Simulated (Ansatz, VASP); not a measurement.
Zn in VASP and in Ansatz

```
Zn
1.0
    -1.56904    1.56904    1.56904
     1.56904   -1.56904    1.56904
     1.56904    1.56904   -1.56904
Zn
1
Cartesian
  0.0000 0.0000 0.0000
```

Alike in both runs: task single point; functional PBEsol; k mesh 10 × 10 × 10; no spin polarisation.

|  | VASP | Ansatz |
| --- | --- | --- |
| version | VASP 6.6.1 | Ansatz 0.2.0 |
| potentials or method | VASP PAW PBE potentials, release 64 (Zn), cutoff 520 eV | plane waves, PAW |
| occupations | methfessel-paxton of order 1, width 0.05 eV | cold, width 0.05 eV |
| valence electrons in the cell | 12 | 12 |

```tsv
	VASP	Ansatz	Ansatz less VASP
pressure (GPa)	-4.9	-5.3	-0.39
```

VASP's potentials were made for PBE, not for PBEsol. Ansatz's warnings: stress scf threshold loose.
